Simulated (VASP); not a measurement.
# InP3 (R-3m) in VASP: further runs

The runs below take InP3 through single point, with PBEsol.

All numbers are computed with VASP 6.6.1; they aren't measurements. Logs are shortened: lines on timing, memory, paths and dates and some standing lists are left out, and cuts for length are marked.

**1. The cell of the first run**

The structure is trigonal, space group R-3m (No. 166). The conventional cell has a = 7.449 Å, b = 7.449 Å, c = 9.885 Å, α = 90.00°, β = 90.00°, γ = 120.00°. In (site symmetry 3m) has 6 P at 2.64 to 2.90 Å within 3.5 Å. Within 2.9 Å of P (site symmetry m) lie 2 P at 2.20 Å and 2 In at 2.64 to 2.90 Å.

**2. Single point, PBEsol**

File INCAR:

```
PREC = Accurate ; ENCUT = 520
EDIFF = 1E-6 ; ISMEAR = 0
SIGMA = 0.1 ; LREAL = False
LASPH = True ; NELM = 80
ALGO = Normal ; ISIF = 2
LWAVE = False ; LCHARG = False
GGA = PS ; NBANDS = 38
```

File KPOINTS:

```
Automatic mesh
0
Gamma
  1 1 1
```

File POSCAR:

```
InP3
1.0
    3.7244993001      2.1503406735      3.2950000000
   -3.7244993001      2.1503406735      3.2950000000
    0.0000000000     -4.3006813470      3.2950000000
In P
2 6
Direct
    0.2755000000      0.2755000000      0.2755000000
    0.7245000000      0.7245000000      0.7245000000
    0.7963000000      0.2414000000      0.7963000000
    0.7963000000      0.7963000000      0.2414000000
    0.2414000000      0.7963000000      0.7963000000
    0.2037000000      0.7586000000      0.2037000000
    0.7586000000      0.2037000000      0.2037000000
    0.2037000000      0.2037000000      0.7586000000
```

Potentials or basis: VASP PAW PBE potentials, release 64 (In_d, P).

Started as:

```bash
$ cat potpaw_PBE.64/In_d/POTCAR potpaw_PBE.64/P/POTCAR > POTCAR
$ mpirun -np 1 vasp_gam > vasp.out
```

OUTCAR:

```text
PREC = Accurate
   ENCUT = 520
   EDIFF = 1E-6
   ISMEAR = 0
   LREAL = False
   LASPH = True
   NELM = 80
   ISIF = 2
   GGA = PS

 ion  position               nearest neighbor table
   1  0.276  0.276  0.276-   8 2.64   7 2.64   6 2.64   8 2.90   6 2.90   7 2.90
   2  0.724  0.724  0.724-   4 2.64   3 2.64   5 2.64   4 2.90   5 2.90   3 2.90
   3  0.796  0.241  0.796-   7 2.20   8 2.20   2 2.64   2 2.90
   4  0.796  0.796  0.241-   6 2.20   7 2.20   2 2.64   2 2.90
   5  0.241  0.796  0.796-   6 2.20   8 2.20   2 2.64   2 2.90
   6  0.204  0.759  0.204-   5 2.20   4 2.20   1 2.64   1 2.90
   7  0.759  0.204  0.204-   3 2.20   4 2.20   1 2.64   1 2.90
   8  0.204  0.204  0.759-   3 2.20   5 2.20   1 2.64   1 2.90

  LATTYP: Found a trigonal (rhomboedric) cell.
 ALAT       =     5.4178302898
 COS(alpha) =     0.0548189717

  Lattice vectors:

 A1 = (   3.7244993001,   2.1503406735,   3.2950000000)
 A2 = (  -3.7244993001,   2.1503406735,   3.2950000000)
 A3 = (   0.0000000000,  -4.3006813470,   3.2950000000)

Analysis of symmetry for initial positions (statically):
=====================================================================
 Subroutine PRICEL returns:
 Original cell was already a primitive cell.

 Routine SETGRP: Setting up the symmetry group for a
 trigonal (rhombohedral) supercell.

 Subroutine GETGRP returns: Found 12 space group operations
 (whereof 12 operations were pure point group operations)
 out of a pool of 12 trial point group operations.

The static configuration has the point symmetry D_3d.

Analysis of symmetry for dynamics (positions and initial velocities):
=====================================================================
 Subroutine PRICEL returns:
 Original cell was already a primitive cell.

 Routine SETGRP: Setting up the symmetry group for a
 trigonal (rhombohedral) supercell.

 Subroutine GETGRP returns: Found 12 space group operations
 (whereof 12 operations were pure point group operations)
 out of a pool of 12 trial point group operations.

The dynamic configuration has the point symmetry D_3d.

 Subroutine INISYM returns: Found 12 space group operations
 (whereof 12 operations are pure point group operations),
 and found     1 'primitive' translations

----------------------------------------------------------------------------------------

                                     Primitive cell

  volume of cell :     158.3368

  direct lattice vectors                    reciprocal lattice vectors
     3.724499300  2.150340674  3.295000000     0.134246233  0.077507099  0.101163379
    -3.724499300  2.150340674  3.295000000    -0.134246233  0.077507099  0.101163379
     0.000000000 -4.300681347  3.295000000     0.000000000 -0.155014197  0.101163379

  length of vectors
     5.417830290  5.417830290  5.417830290     0.185103837  0.185103837  0.185103837

  position of ions in fractional coordinates (direct lattice)
     0.275500000  0.275500000  0.275500000
     0.724500000  0.724500000  0.724500000
     0.796300000  0.241400000  0.796300000
     0.796300000  0.796300000  0.241400000
     0.241400000  0.796300000  0.796300000
     0.203700000  0.758600000  0.203700000
     0.758600000  0.203700000  0.203700000
     0.203700000  0.203700000  0.758600000

  ion indices of the primitive-cell ions
   primitive index   ion index
                 1           1
                 2           2
                 3           3
                 4           4
                 5           5
                 6           6
                 7           7
                 8           8

----------------------------------------------------------------------------------------

 KPOINTS: Automatic mesh

Automatic generation of k-mesh.
 Grid dimensions read from file:
 generate k-points for:    1    1    1

 Generating k-lattice:

  Cartesian coordinates                     Fractional coordinates (reciprocal lattice)
     0.134246233  0.077507099  0.101163379     1.000000000 -0.000000000  0.000000000
    -0.134246233  0.077507099  0.101163379    -0.000000000  1.000000000  0.000000000
     0.000000000 -0.155014197  0.101163379     0.000000000  0.000000000  1.000000000

  Length of vectors
     0.185103837  0.185103837  0.185103837

  Shift w.r.t. Gamma in fractional coordinates (k-lattice)
     0.000000000  0.000000000  0.000000000

 Subroutine IBZKPT returns following result:
 ===========================================

 Found      1 irreducible k-points:

 Following reciprocal coordinates:
            Coordinates               Weight
  0.000000  0.000000  0.000000      1.000000
   k-points           NKPTS =      1   k-points in BZ     NKDIM =      1   number of bands    NBANDS=     38
   number of dos      NEDOS =    301   number of ions     NIONS =      8
   total plane-waves  NPLWV =  64000
   dimension x,y,z NGX =    40 NGY =   40 NGZ =   40
   dimension x,y,z NGXF=    80 NGYF=   80 NGZF=   80
   ions per type =               2   6
   NGX,Y,Z   is equivalent  to a cutoff of  12.27, 12.27, 12.27 a.u.
   NGXF,Y,Z  is equivalent  to a cutoff of  24.55, 24.55, 24.55 a.u.
 SYSTEM =  unknown system
   PREC   = accura    normal or accurate (medium, high low for compatibility)
   ISTART =      0    job   : 0-new  1-cont  2-samecut
   ICHARG =      2    charge: 1-file 2-atom 10-const
   ISPIN  =      1    spin polarized calculation?
   LNONCOLLINEAR =      F non collinear calculations
   LSORBIT =      F    spin-orbit coupling
   LASPH  =      T    aspherical Exc in radial PAW
   ENCUT  =  520.0 eV  38.22 Ry    6.18 a.u.  10.07 10.07 10.07*2*pi/ulx,y,z
   NELM   =     80;   NELMIN=  2; NELMDL= -5     # of ELM steps
   EDIFF  = 0.1E-05   stopping-criterion for ELM
   LREAL  =      F    real-space projection
   EDIFFG = 0.1E-04   stopping-criterion for IOM
   NSW    =      0    number of steps for IOM
   IBRION =     -1    ionic relax: 0-MD 1-quasi-New 2-CG
   NFREE  =      0    steps in history (QN), initial steepest desc. (CG)
   ISIF   =      2    stress and relaxation
   ISYM   =      2    0-nonsym 1-usesym 2-fastsym
   POTIM  = 0.5000    time-step for ionic-motion
   TEBEG  =    0.0;   TEEND  =   0.0 temperature during run
   PSTRESS=    0.0 pullay stress
   NELECT =      56.0000    total number of electrons
   NUPDOWN=      -1.0000    fix difference up-down
   EMIN   =  10.00;   EMAX   =-10.00  energy-range for DOS
   EFERMI =   0.00;   METHOD = LEGACY
   ISMEAR =     0;   SIGMA  =   0.10  broadening in eV -4-tet -1-fermi 0-gaus
   EFERMI_NEDOS =   21; number of points for ismear=-14 and -15
   IALGO  =     38    algorithm
   IMIX   =      4    mixing-type and parameters
     AMIX     =   0.40;   BMIX     =  1.00
     AMIX_MAG =   1.60;   BMIX_MAG =  1.00
  volume/ion in A,a.u.               =      19.79       133.56
  Fermi-wavevector in a.u.,A,eV,Ry     =   1.157738  2.187807 18.236663  1.340357
  Thomas-Fermi vector in A             =   2.294347
   LORBIT       =      0    0 simple, 1 ext, 2 COOP (PROOUT), +10 PAW based schemes
   GGA     = PS    functional components
   LHFCALC =     F    Hartree Fock is set to
   AEXX    =    0.0000 exact exchange contribution
   IVDW    =     0    specifies the selected vdW correction
   LEPSILON=     F    determine dielectric tensor
   LRPA    =     F    only Hartree local field effects (RPA)
 non-spin polarized calculation
 Gauss-broadening in eV      SIGMA  =   0.10
  energy-cutoff  :      520.00
  volume of cell :      158.34
 maximum number of plane-waves:      2116
   NGX = 21   NGY = 21   NGZ = 21

 number of electron      56.0000000 magnetization

 Free energy of the ion-electron system (eV)
  ---------------------------------------------------
  ext. energy  EPLUGINS =         0.00000000
  ---------------------------------------------------
  free energy    TOTEN  =       -42.41642059 eV

  energy without entropy =      -42.41520221  energy(sigma->0) =      -42.41581140

 E-fermi :   6.2462     XC(G=0): -10.3236

 val. band max:        6.0182727679   @ k =   0.0000   0.0000   0.0000
 cond. band min:       6.4596994819   @ k =   0.0000   0.0000   0.0000
 fundamental gap:      0.4414267141
 Fermi energy:         6.2461842742

 k-point     1 :       0.0000    0.0000    0.0000
  band No.  band energies     occupation
      1      -7.5708      2.00000
      2      -7.5708      2.00000
      3      -7.5449      2.00000
      4      -7.4199      2.00000
      5      -7.4199      2.00000
      6      -7.3448      2.00000
[... 30 lines left out ...]
     37      12.9114      0.00000
     38      13.8191      0.00000

------------------------ aborting loop because EDIFF is reached ----------------------------------------

  FORCE on cell =-STRESS in cart. coord.  units (eV):
  Direction    XX          YY          ZZ          XY          YZ          ZX
  --------------------------------------------------------------------------------------
  -------------------------------------------------------------------------------------
  Total        5.8597176      5.8597176    -20.9395891      0.0000000     -0.0000000      0.0000000
  in kB       59.2932743     59.2932743   -211.8833842      0.0000000     -0.0000000      0.0000000
  external PRESSURE =     -31.0989452 kB  Pullay stress =       0.0000000 kB

 VOLUME and BASIS-vectors are now :
 -----------------------------------------------------------------------------
  energy-cutoff  :      520.00
  volume of cell :      158.34
      direct lattice vectors                 reciprocal lattice vectors
     3.724499300  2.150340674  3.295000000     0.134246233  0.077507099  0.101163379
    -3.724499300  2.150340674  3.295000000    -0.134246233  0.077507099  0.101163379
     0.000000000 -4.300681347  3.295000000     0.000000000 -0.155014197  0.101163379

 POSITION                                       TOTAL-FORCE (eV/Angst)
 -----------------------------------------------------------------------------------
      0.00000      0.00000      2.72332         0.000000      0.000000     -2.672886
      0.00000      0.00000      7.16168         0.000000     -0.000000      2.672886
      2.06672     -1.19322      6.04303        -0.062374      0.036012     -1.347706
      0.00000      2.38645      6.04303         0.000000     -0.072023     -1.347706
     -2.06672     -1.19322      6.04303         0.062374      0.036012     -1.347706
     -2.06672      1.19322      3.84197         0.062374     -0.036012      1.347706
      2.06672      1.19322      3.84197        -0.062374     -0.036012      1.347706
      0.00000     -2.38645      3.84197         0.000000      0.072023      1.347706
 -----------------------------------------------------------------------------------
    total drift:                               -0.000000     -0.000000      0.000000

  FREE ENERGIE OF THE ION-ELECTRON SYSTEM (eV)
  ---------------------------------------------------
  free  energy   TOTEN  =       -42.4164205914 eV

  energy  without entropy=      -42.4152022076  energy(sigma->0) =      -42.41581140
```

It took 12 s on 1 thread of Intel Xeon 8259CL, shared host; peak memory 0.22 GiB.

What came out:

| Item | Value |
| --- | --- |
| Free energy | -42.4164 eV |
| Pressure | -3.1 GPa |
| Largest force | 2.673 eV/Å |

Forces in eV/Å, atoms in the order of the input:
```
In   0.000  0.000 -2.673
In   0.000  0.000  2.673
P   -0.062  0.036 -1.348
P    0.000 -0.072 -1.348
P    0.062  0.036 -1.348
P    0.062 -0.036  1.348
P   -0.062 -0.036  1.348
P    0.000  0.072  1.348
```

Levels at points of the mesh, in eV from the Fermi level:
| k point | band 25 | band 26 | band 27 | band 28 | band 29 | band 30 | band 31 | band 32 |
| --- | --- | --- | --- | --- | --- | --- | --- | --- |
| (0.00, 0.00, 0.00) | -1.67 | -1.34 | -0.23 | -0.23 | 0.21 | 0.32 | 2.41 | 2.75 |

Caveat: the k points lie up to 1.16 Å⁻¹ apart; the PAW data sets were made with another functional, which shifts forces and pressure a little; spin-orbit coupling is left out, which moves the levels of the heavy elements.

**3. Single point, PBEsol**

File INCAR:

```
SYSTEM = InP3
  PREC = Accurate
  ENCUT = 520
  EDIFF = 1E-7
  ISMEAR = 0
  SIGMA = 0.1
  LREAL = .False.
  LASPH = .True.
  NELM = 60
  ALGO = Normal
  ISIF = 2
  LWAVE = .False.
  LCHARG = .False.
  GGA = PS
  NBANDS = 38
```

File KPOINTS:

```
Automatic mesh
0
Gamma
  3 3 3
  0 0 0
```

POSCAR is that of step 2.

Potentials or basis: VASP PAW PBE potentials, release 64 (In_d, P).

Started as:

```bash
$ cat potpaw_PBE.64/In_d/POTCAR potpaw_PBE.64/P/POTCAR > POTCAR
$ mpirun -np 1 vasp_std > vasp.out
```

Run time: 37 s. Hardware: 1 thread of Intel Xeon 8259CL, shared host; peak memory 0.24 GiB.

The run converged. Its results:

```
Free energy   : -41.3809 eV
Pressure      : -0.3 GPa
Largest force : 0.281 eV/Å
```

Forces on the atoms (eV/Å):
```
In   0.000  0.000  0.000
In   0.000  0.000  0.000
P   -0.194  0.112 -0.169
P    0.000 -0.224 -0.169
P    0.194  0.112 -0.169
P    0.194 -0.112  0.169
P   -0.194 -0.112  0.169
P    0.000  0.224  0.169
```

Stress tensor (GPa, compression positive):
```
-0.18  0.00  0.00
 0.00 -0.18  0.00
 0.00  0.00 -0.51
```

Levels at points of the mesh, in eV from the Fermi level:
```csv
k point,band 26,band 27,band 28,band 29,band 30,band 31
"(0.00, 0.00, 0.00)",-1.87,-0.52,-0.52,-0.06,0.04,2.14
```

Caveat: the k points lie up to 0.39 Å⁻¹ apart; the PAW data sets were made with another functional, which shifts forces and pressure a little; spin-orbit coupling is left out, which moves the levels of the heavy elements.

**4. Single point, PBEsol**

File INCAR:

```
SYSTEM = InP3
PREC = Accurate ; ENCUT = 520
EDIFF = 1E-6 ; ISMEAR = 0
SIGMA = 0.01 ; LREAL = .FALSE.
LASPH = .TRUE. ; NELM = 80
ALGO = Normal ; ISIF = 2
LWAVE = .FALSE. ; LCHARG = .TRUE.
GGA = PS ; LELF = .TRUE.
LVHAR = .TRUE. ; NBANDS = 38
```

File KPOINTS:

```
regular mesh
0
G
  3 3 3
  0 0 0
```

POSCAR is that of step 3.

Started as:

```bash
$ cat potpaw_PBE.64/In_d/POTCAR potpaw_PBE.64/P/POTCAR > POTCAR
$ mpirun -np 1 vasp_std > vasp.out
```

Run time: 39 s. Hardware: 1 thread of Intel Xeon 8259CL, shared host; peak memory 0.24 GiB.

The run converged. Its results:

```yaml
Free_energy: -41.3720 eV
Pressure: -0.6 GPa
Largest_force: 0.253 eV/Å
Band_gap_on_the_k_mesh: 0.02 eV (least direct gap 0.45 eV)
```

Forces in eV/Å, atoms in the order of the input:
```
In   0.000  0.000  0.013
In   0.000  0.000 -0.013
P   -0.182  0.105 -0.142
P    0.000 -0.210 -0.142
P    0.182  0.105 -0.142
P    0.182 -0.105  0.142
P   -0.182 -0.105  0.142
P    0.000  0.210  0.142
```

Stress tensor (GPa, compression positive):
```
-0.38  0.00  0.00
 0.00 -0.38  0.00
 0.00  0.00 -1.01
```

Levels at points of the mesh, in eV from the valence-band top:
```tsv
k point	band 25	band 26	band 27	band 28	band 29	band 30	band 31	band 32
(0.00, 0.00, 0.00)	-1.93	-1.78	-0.43	-0.43	0.02	0.13	2.23	2.56
```

Caveat: the PAW data sets were made with another functional, which shifts forces and pressure a little; spin-orbit coupling is left out, which moves the levels of the heavy elements; an odd mesh through Γ misses points on the zone boundary, where band edges can lie.

**5. Single point, PBEsol**

File INCAR:

```
PREC     = Accurate       # precision mode
ENCUT    = 520            # plane-wave cutoff, eV
EDIFF    = 1E-6           # SCF threshold, eV
ISMEAR   = 0              # smearing method
SIGMA    = 0.05           # smearing width, eV
LREAL    = False          # projectors in reciprocal space
LASPH    = True           # aspherical terms in the spheres
NELM     = 60             # most SCF steps
ALGO     = Normal         # electronic algorithm
ISIF     = 2              # what is computed and relaxed
LWAVE    = False          # write WAVECAR
LCHARG   = False          # write CHGCAR
GGA      = PS             # functional
NBANDS   = 38             # bands
```

File KPOINTS:

```
Automatic mesh
0
Gamma
  3 3 3
```

POSCAR is that of step 4.

Started as:

```bash
$ cat potpaw_PBE.64/In_d/POTCAR potpaw_PBE.64/P/POTCAR > POTCAR
$ mpirun -np 1 vasp_std > vasp.out
```

Run time: 50 s. Hardware: 1 thread of Intel Xeon 8259CL, shared host; peak memory 0.24 GiB.

Results (log left out):

```yaml
Free_energy: -41.3752 eV
Pressure: -0.3 GPa
Largest_force: 0.261 eV/Å
```

Forces in eV/Å, atoms in the order of the input:
```
In   0.000  0.000  0.003
In   0.000  0.000 -0.003
P   -0.184  0.106 -0.152
P    0.000 -0.212 -0.152
P    0.184  0.106 -0.152
P    0.184 -0.106  0.152
P   -0.184 -0.106  0.152
P    0.000  0.212  0.152
```

Stress tensor (GPa, compression positive):
```
-0.17  0.00  0.00
 0.00 -0.17  0.00
 0.00  0.00 -0.69
```

Levels at points of the mesh, in eV from the Fermi level:
```csv
k point,band 26,band 27,band 28,band 29,band 30,band 31
"(0.00, 0.00, 0.00)",-1.83,-0.48,-0.48,-0.02,0.08,2.18
```

Caveat: the k points lie up to 0.39 Å⁻¹ apart; the PAW data sets were made with another functional, which shifts forces and pressure a little; spin-orbit coupling is left out, which moves the levels of the heavy elements.

**6. Single point, PBEsol**

File INCAR:

```
PREC = Accurate
ENCUT = 520
EDIFF = 1E-6
ISMEAR = 0
SIGMA = 0.1
LREAL = F
LASPH = T
NELM = 100
ALGO = Normal
ISIF = 2
LWAVE = F
LCHARG = F
GGA = PS
NBANDS = 38
```

File KPOINTS:

```
regular mesh
0
Gamma
  3 3 3
```

POSCAR is that of step 5.

Potentials or basis: VASP PAW PBE potentials, release 64 (In_d, P).

Started as:

```bash
$ cat potpaw_PBE.64/In_d/POTCAR potpaw_PBE.64/P/POTCAR > POTCAR
$ mpirun -np 1 vasp_std > vasp.out
```

Wall time 43 s (1 thread of Intel Xeon 8259CL, shared host); peak memory 0.24 GiB.

It converged, with:

```
Free energy   : -41.3809 eV
Pressure      : -0.3 GPa
Largest force : 0.281 eV/Å
```

Forces on the atoms (eV/Å):
```
In   0.000  0.000  0.000
In   0.000  0.000  0.000
P   -0.194  0.112 -0.169
P    0.000 -0.225 -0.169
P    0.194  0.112 -0.169
P    0.194 -0.112  0.169
P   -0.194 -0.112  0.169
P    0.000  0.225  0.169
```

Stress tensor (GPa, compression positive):
```
-0.16  0.00  0.00
 0.00 -0.16  0.00
 0.00  0.00 -0.51
```

Levels at points of the mesh, in eV from the Fermi level:
```tsv
k point	band 25	band 26	band 27	band 28	band 29	band 30	band 31	band 32
(0.00, 0.00, 0.00)	-2.02	-1.87	-0.52	-0.52	-0.06	0.04	2.14	2.47
```

Caveat: the k points lie up to 0.39 Å⁻¹ apart; the PAW data sets were made with another functional, which shifts forces and pressure a little; spin-orbit coupling is left out, which moves the levels of the heavy elements.

**7. Summary**

```tsv
k mesh	smearing	pressure (GPa)	largest force (eV/Å)
1 × 1 × 1	gaussian 0.1 eV	-3.1	2.67
3 × 3 × 3	gaussian 0.1 eV	-0.3	0.28
3 × 3 × 3	gaussian 0.01 eV	-0.6	0.25
3 × 3 × 3	gaussian 0.05 eV	-0.3	0.26
```

Alike in all rows: task single point; level PBEsol; potentials or basis VASP PAW PBE potentials, release 64 (In_d, P); no spin polarisation; cell as given; cutoff (eV) 520.

Caveats: some runs use coarse meshes; the PAW data sets were made with another functional, which shifts forces and pressure a little; spin-orbit coupling is left out, which moves the levels of the heavy elements; an odd mesh through Γ misses points on the zone boundary, where band edges can lie (at least some runs).

Total energies depend on the potentials used, so only differences within one code and one set of settings carry meaning.
